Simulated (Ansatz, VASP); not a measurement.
**AlMo3C in VASP and in Ansatz**

File INCAR:

```
  ALGO = Normal
  EDIFF = 1E-6
  EDIFFG = -0.01
  ENCUT = 600
  GGA = PE
  IBRION = 2
  ISIF = 3
  ISMEAR = 0
  LASPH = True
  LCHARG = False
  LREAL = False
  LWAVE = False
  NELM = 100
  NSW = 100
  PREC = Accurate
  SIGMA = 0.1
```

File KPOINTS:

```
k-points
0
Gamma
  10 10 10
```

POSCAR

```
AlMo3C
1.0
    4.1447507606      0.0000000000      0.0000000000
    0.0000000000      4.1447507606      0.0000000000
    0.0000000000      0.0000000000      4.1447507606
Al Mo C
1 3 1
Direct
    0.0000000000      0.0000000000      0.0000000000
    0.0000000000      0.5000000000      0.5000000000
    0.5000000000      0.0000000000      0.5000000000
    0.5000000000      0.5000000000      0.0000000000
    0.5000000000      0.5000000000      0.5000000000
```

Input for Ansatz:

```yaml
crystal:
  lattice:
    - [4.1447507606, 0.0, 0.0]
    - [0.0, 4.1447507606, 0.0]
    - [0.0, 0.0, 4.1447507606]
  atoms:
    - { symbol: Al, position: [0.0, 0.0, 0.0] }
    - { symbol: Mo, position: [0.0, 0.5, 0.5] }
    - { symbol: Mo, position: [0.5, 0.0, 0.5] }
    - { symbol: Mo, position: [0.5, 0.5, 0.0] }
    - { symbol: C, position: [0.5, 0.5, 0.5] }
basis:
  ecutwfc: 420
kpoints:
  mp_grid: { grid: [10, 10, 10] }
hamiltonian:
  xc: pbe
scf:
  occupations: { method: gaussian, width: 0.1 }
output:
  forces: true
  stress: true
  eigenvalues: true
relax:
  adjacent_minimum: "off"
  f_tol: 0.01
  max_steps: 80
  cell: { stress_tol: 0.05 }
```

Alike in both runs: task relaxation of cell and atoms; functional PBE; k mesh 10 × 10 × 10; occupations gaussian, width 0.1 eV; no spin polarisation.

```csv
,VASP,Ansatz
version,VASP 6.6.1,Ansatz 0.2.0
potentials or method,"VASP PAW PBE potentials, release 64 (Al, Mo_sv, C), cutoff 600 eV","scalar-relativistic, plane waves, PAW"
valence electrons in the cell,49,49
```

VASP gave:

| Quantity | Value |
| --- | --- |
| gap on the k mesh at the Fermi level, each at its own relaxed structure (eV) | none |
| relaxed volume (Å³/atom) | 14.24 |
| relaxed cell length with the largest relative difference (Å) | 4.145 |

Task: Estimate Ansatz's values.

Result: gap on the k mesh at the Fermi level, each at its own relaxed structure (eV): none; relaxed volume (Å³/atom): 14.23; relaxed cell length with the largest relative difference (Å): 4.144.

A gap of «none» marks a metal or a gap that the smearing closes.

Noted on VASP's run: the relaxation stopped at its first step, so nothing moved.
